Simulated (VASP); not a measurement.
# Ba (P6_3/mmc) in VASP: single point with PBE

Aim: the single point of Ba with PBE.

Everything below comes from runs of VASP 6.6.1. Logs are shortened: lines on timing, memory, paths and dates and some standing lists are left out, and cuts for length are marked.

### 1 The cell of the first run

Symmetry: P6_3/mmc, No. 194, hexagonal system. Conventional cell: a = 4.582 Å, b = 4.582 Å, c = 6.841 Å, α = 90.00°, β = 90.00°, γ = 120.00°. Within 5.7 Å of Ba (site symmetry -6m2) lie 12 Ba at 4.32 to 4.58 Å.

### 2 Single point, PBE (Ca replaced by Ba, lengths x 1.133, strained)

INCAR

```
  PREC = Accurate
  ENCUT = 520
  EDIFF = 1E-6
  ISMEAR = 0
  SIGMA = 0.1
  LREAL = False
  LASPH = True
  NELM = 80
  ALGO = Fast
  ISIF = 2
  LWAVE = False
  LCHARG = False
  GGA = PE
  NBANDS = 17
```

KPOINTS

```
Automatic mesh
0
Gamma
  12 12 6
```

POSCAR

```
Ba
1.0
    4.5816207256      0.0000000000      0.0000000000
   -2.2908103628      3.9677999389      0.0000000000
    0.0000000000      0.0000000000      6.8407528077
Ba
2
Direct
    0.3333333333      0.6666666667      0.2500000000
    0.6666666667      0.3333333333      0.7500000000
```

Potentials or basis: VASP PAW PBE potentials, release 64 (Ba_sv).

Launch:

```bash
cat potpaw_PBE.64/Ba_sv/POTCAR > POTCAR
mpirun -np 1 vasp_std > vasp.out
```

OUTCAR:

```text
PREC = Accurate
   ENCUT = 520
   EDIFF = 1E-6
   ISMEAR = 0
   LREAL = False
   LASPH = True
   NELM = 80
   ISIF = 2
   GGA = PE

 ion  position               nearest neighbor table
   1  0.333  0.667  0.250-   2 4.32   2 4.32   2 4.32   2 4.32   2 4.32   2 4.32
   2  0.667  0.333  0.750-   1 4.32   1 4.32   1 4.32   1 4.32   1 4.32   1 4.32

  LATTYP: Found a hexagonal cell.
 ALAT       =     4.5816207256
 C/A-ratio  =     1.4930857916

  Lattice vectors:

 A1 = (   4.5816207256,   0.0000000000,   0.0000000000)
 A2 = (  -2.2908103628,   3.9677999389,   0.0000000000)
 A3 = (   0.0000000000,   0.0000000000,   6.8407528077)

Analysis of symmetry for initial positions (statically):
=====================================================================
 Subroutine PRICEL returns:
 Original cell was already a primitive cell.

 Routine SETGRP: Setting up the symmetry group for a
 hexagonal supercell.

 Subroutine GETGRP returns: Found 24 space group operations
 (whereof 12 operations were pure point group operations)
 out of a pool of 24 trial point group operations.

The static configuration has the point symmetry D_3d.
 The point group associated with its full space group is D_6h.

Analysis of symmetry for dynamics (positions and initial velocities):
=====================================================================
 Subroutine PRICEL returns:
 Original cell was already a primitive cell.

 Routine SETGRP: Setting up the symmetry group for a
 hexagonal supercell.

 Subroutine GETGRP returns: Found 24 space group operations
 (whereof 12 operations were pure point group operations)
 out of a pool of 24 trial point group operations.

The dynamic configuration has the point symmetry D_3d.
 The point group associated with its full space group is D_6h.

 Subroutine INISYM returns: Found 24 space group operations
 (whereof 12 operations are pure point group operations),
 and found     1 'primitive' translations

----------------------------------------------------------------------------------------

                                     Primitive cell

  volume of cell :     124.3577

  direct lattice vectors                    reciprocal lattice vectors
     4.581620726  0.000000000  0.000000000     0.218263374  0.126014418  0.000000000
    -2.290810363  3.967799939  0.000000000     0.000000000  0.252028836  0.000000000
     0.000000000  0.000000000  6.840752808     0.000000000  0.000000000  0.146182742

  length of vectors
     4.581620726  4.581620726  6.840752808     0.252028836  0.252028836  0.146182742

  position of ions in fractional coordinates (direct lattice)
     0.333333333  0.666666667  0.250000000
     0.666666667  0.333333333  0.750000000

  ion indices of the primitive-cell ions
   primitive index   ion index
                 1           1
                 2           2

----------------------------------------------------------------------------------------

 KPOINTS: Automatic mesh

Automatic generation of k-mesh.
 Grid dimensions read from file:
 generate k-points for:   12   12    6

 Generating k-lattice:

  Cartesian coordinates                     Fractional coordinates (reciprocal lattice)
     0.018188615  0.010501201  0.000000000     0.083333333 -0.000000000  0.000000000
     0.000000000  0.021002403  0.000000000     0.000000000  0.083333333  0.000000000
     0.000000000  0.000000000  0.024363790     0.000000000  0.000000000  0.166666667

  Length of vectors
     0.021002403  0.021002403  0.024363790

  Shift w.r.t. Gamma in fractional coordinates (k-lattice)
     0.000000000  0.000000000  0.000000000

 Subroutine IBZKPT returns following result:
 ===========================================

 Found     76 irreducible k-points:

 Following reciprocal coordinates:
            Coordinates               Weight
  0.000000  0.000000  0.000000      1.000000
  0.083333 -0.000000  0.000000      6.000000
  0.166667  0.000000  0.000000      6.000000
  0.250000 -0.000000  0.000000      6.000000
  0.333333 -0.000000  0.000000      6.000000
  0.416667  0.000000  0.000000      6.000000
[... 16 lines left out ...]
  0.250000 -0.000000  0.166667     12.000000
  0.333333 -0.000000  0.166667     12.000000
 [... further k-points ...]
   k-points           NKPTS =     76   k-points in BZ     NKDIM =     76   number of bands    NBANDS=     17
   number of dos      NEDOS =    301   number of ions     NIONS =      2
   total plane-waves  NPLWV =  69984
   dimension x,y,z NGX =    36 NGY =   36 NGZ =   54
   dimension x,y,z NGXF=    72 NGYF=   72 NGZF=  108
   ions per type =               2
   NGX,Y,Z   is equivalent  to a cutoff of  13.06, 13.06, 13.12 a.u.
   NGXF,Y,Z  is equivalent  to a cutoff of  26.13, 26.13, 26.25 a.u.
 SYSTEM =  unknown system
   PREC   = accura    normal or accurate (medium, high low for compatibility)
   ISTART =      0    job   : 0-new  1-cont  2-samecut
   ICHARG =      2    charge: 1-file 2-atom 10-const
   ISPIN  =      1    spin polarized calculation?
   LNONCOLLINEAR =      F non collinear calculations
   LSORBIT =      F    spin-orbit coupling
   LASPH  =      T    aspherical Exc in radial PAW
   ENCUT  =  520.0 eV  38.22 Ry    6.18 a.u.   8.52  8.52 12.72*2*pi/ulx,y,z
   NELM   =     80;   NELMIN=  2; NELMDL= -5     # of ELM steps
   EDIFF  = 0.1E-05   stopping-criterion for ELM
   LREAL  =      F    real-space projection
   EDIFFG = 0.1E-04   stopping-criterion for IOM
   NSW    =      0    number of steps for IOM
   IBRION =     -1    ionic relax: 0-MD 1-quasi-New 2-CG
   NFREE  =      0    steps in history (QN), initial steepest desc. (CG)
   ISIF   =      2    stress and relaxation
   ISYM   =      2    0-nonsym 1-usesym 2-fastsym
   POTIM  = 0.5000    time-step for ionic-motion
   TEBEG  =    0.0;   TEEND  =   0.0 temperature during run
   PSTRESS=    0.0 pullay stress
   NELECT =      20.0000    total number of electrons
   NUPDOWN=      -1.0000    fix difference up-down
   EMIN   =  10.00;   EMAX   =-10.00  energy-range for DOS
   EFERMI =   0.00;   METHOD = LEGACY
   ISMEAR =     0;   SIGMA  =   0.10  broadening in eV -4-tet -1-fermi 0-gaus
   EFERMI_NEDOS =   21; number of points for ismear=-14 and -15
   IALGO  =     68    algorithm
   IMIX   =      4    mixing-type and parameters
     AMIX     =   0.40;   BMIX     =  1.00
     AMIX_MAG =   1.60;   BMIX_MAG =  1.00
  volume/ion in A,a.u.               =      62.18       419.60
  Fermi-wavevector in a.u.,A,eV,Ry     =   0.890281  1.682388 10.783987  0.792601
  Thomas-Fermi vector in A             =   2.011952
   LORBIT       =      0    0 simple, 1 ext, 2 COOP (PROOUT), +10 PAW based schemes
   GGA     = PE    functional components
   LHFCALC =     F    Hartree Fock is set to
   AEXX    =    0.0000 exact exchange contribution
   IVDW    =     0    specifies the selected vdW correction
   LEPSILON=     F    determine dielectric tensor
   LRPA    =     F    only Hartree local field effects (RPA)
 non-spin polarized calculation
 RMM-DIIS sequential band-by-band and
 Gauss-broadening in eV      SIGMA  =   0.10
  energy-cutoff  :      520.00
  volume of cell :      124.36
 maximum number of plane-waves:      3386
 NGX is ok and might be reduce to    36
   NGX = 17   NGY = 17   NGZ = 25

 number of electron      19.9999997 magnetization

 Free energy of the ion-electron system (eV)
  ---------------------------------------------------
  ext. energy  EPLUGINS =         0.00000000
  ---------------------------------------------------
  free energy    TOTEN  =        -3.75267149 eV

  energy without entropy =       -3.73550809  energy(sigma->0) =       -3.74408979

 E-fermi :   1.7061     XC(G=0):  -7.4464

 val. band max:        1.7017290003   @ k =   0.3333   0.3333   0.1667
 cond. band min:       1.7257711342   @ k =   0.2500   0.1667   0.1667
 fundamental gap:      0.0240421339
 Fermi energy:         1.7060587440

 k-point     1 :       0.0000    0.0000    0.0000
  band No.  band energies     occupation
      1     -27.1570      2.00000
      2     -27.0963      2.00000
      3     -12.6430      2.00000
      4     -12.2126      2.00000
      5     -12.2126      2.00000
      6     -12.1127      2.00000
[... 9 lines left out ...]
     16       3.9338      0.00000
     17       4.0586      0.00000

 k-point     2 :       0.0833   -0.0000    0.0000
  band No.  band energies     occupation
      1     -27.1548      2.00000
      2     -27.0959      2.00000
      3     -12.6322      2.00000
      4     -12.2313      2.00000
      5     -12.2198      2.00000
      6     -12.1331      2.00000
[... 9 lines left out ...]
     16       3.9494      0.00000
     17       4.1137      0.00000

 k-point     3 :       0.1667    0.0000    0.0000
  band No.  band energies     occupation
      1     -27.1486      2.00000
      2     -27.0951      2.00000
      3     -12.6013      2.00000
      4     -12.2828      2.00000
      5     -12.2388      2.00000
      6     -12.1872      2.00000
[... 9 lines left out ...]
     16       3.7626      0.00000
     17       4.3413      0.00000

 k-point     4 :       0.2500   -0.0000    0.0000
  band No.  band energies     occupation
      1     -27.1397      2.00000
      2     -27.0945      2.00000
      3     -12.5541      2.00000
      4     -12.3536      2.00000
      5     -12.2634      2.00000
      6     -12.2577      2.00000
[... 9 lines left out ...]
     16       4.2418      0.00000
     17       4.7510      0.00000
[... 343 lines left out ...]
      1     -27.1451      2.00000
      2     -27.0987      2.00000
      3     -12.5761      2.00000
      4     -12.2709      2.00000
      5     -12.2309      2.00000
      6     -12.2183      2.00000
[... 9 lines left out ...]
     16       3.9835      0.00000
     17       4.5560      0.00000

 k-point    23 :       0.2500   -0.0000    0.1667
  band No.  band energies     occupation
      1     -27.1367      2.00000
      2     -27.0975      2.00000
      3     -12.5455      2.00000
      4     -12.3336      2.00000
      5     -12.2889      2.00000
      6     -12.2545      2.00000
[... 9 lines left out ...]
     16       4.2978      0.00000
     17       4.7769      0.00000

 k-point    24 :       0.3333   -0.0000    0.1667
  band No.  band energies     occupation
      1     -27.1275      2.00000
      2     -27.0972      2.00000
      3     -12.5253      2.00000
      4     -12.3877      2.00000
      5     -12.3451      2.00000
      6     -12.2771      2.00000
[... 9 lines left out ...]
     16       4.8569      0.00000
     17       5.2278      0.00000

 [... further k-points ...]
[... 5 lines left out ...]
  --------------------------------------------------------------------------------------
  -------------------------------------------------------------------------------------
  Total       -0.2498138     -0.2498138      0.9318321      0.0000000     -0.0000000      0.0000000
  in kB       -3.2185051     -3.2185051     12.0053667      0.0000000     -0.0000000      0.0000000
  external PRESSURE =       1.8561188 kB  Pullay stress =       0.0000000 kB

 VOLUME and BASIS-vectors are now :
 -----------------------------------------------------------------------------
  energy-cutoff  :      520.00
  volume of cell :      124.36
      direct lattice vectors                 reciprocal lattice vectors
     4.581620726  0.000000000  0.000000000     0.218263374  0.126014418  0.000000000
    -2.290810363  3.967799939  0.000000000     0.000000000  0.252028836  0.000000000
     0.000000000  0.000000000  6.840752808     0.000000000  0.000000000  0.146182742

 POSITION                                       TOTAL-FORCE (eV/Angst)
 -----------------------------------------------------------------------------------
     -0.00000      2.64520      1.71019        -0.000000      0.000000      0.000000
      2.29081      1.32260      5.13056         0.000000     -0.000000      0.000000
 -----------------------------------------------------------------------------------
    total drift:                               -0.000000      0.000000     -0.000000

  FREE ENERGIE OF THE ION-ELECTRON SYSTEM (eV)
  ---------------------------------------------------
  free  energy   TOTEN  =        -3.7526714895 eV

  energy  without entropy=       -3.7355080926  energy(sigma->0) =       -3.74408979
```

It took 4.1 min on 1 thread of AMD EPYC 7R13, shared host; peak memory 0.29 GiB.

What came out:

```
Free energy            : -3.7527 eV
Pressure               : 0.2 GPa
Band gap on the k mesh : zero (band 10 reaches 1.83 eV, above the bottom of band 11 at 1.60 eV)
```

Levels at points of the mesh, in eV from the Fermi level:
```
           k point  band 6  band 7  band 8  band 9  band 10  band 11  band 12  band 13  band 14  band 15
(0.00, 0.00, 0.00)  -13.82  -13.82  -13.78   -2.77    -0.88     1.52     1.66     1.66     2.22     2.22
(0.50, 0.00, 0.00)  -14.02  -13.94  -13.85   -0.76    -0.45    -0.09     0.45     1.36     1.71     2.17
(0.00, 0.00, 0.50)  -13.87  -13.87  -13.87   -1.68    -1.68     1.28     1.28     1.55     1.55     1.55
(0.50, 0.00, 0.50)  -13.94  -13.90  -13.90   -0.75    -0.75     0.59     0.59     1.56     1.56     2.41
```

Caveat: the cell differs from its parent crystal (Ca replaced by Ba, lengths x 1.133, strained); spin-orbit coupling is left out, which moves the levels of the heavy elements.
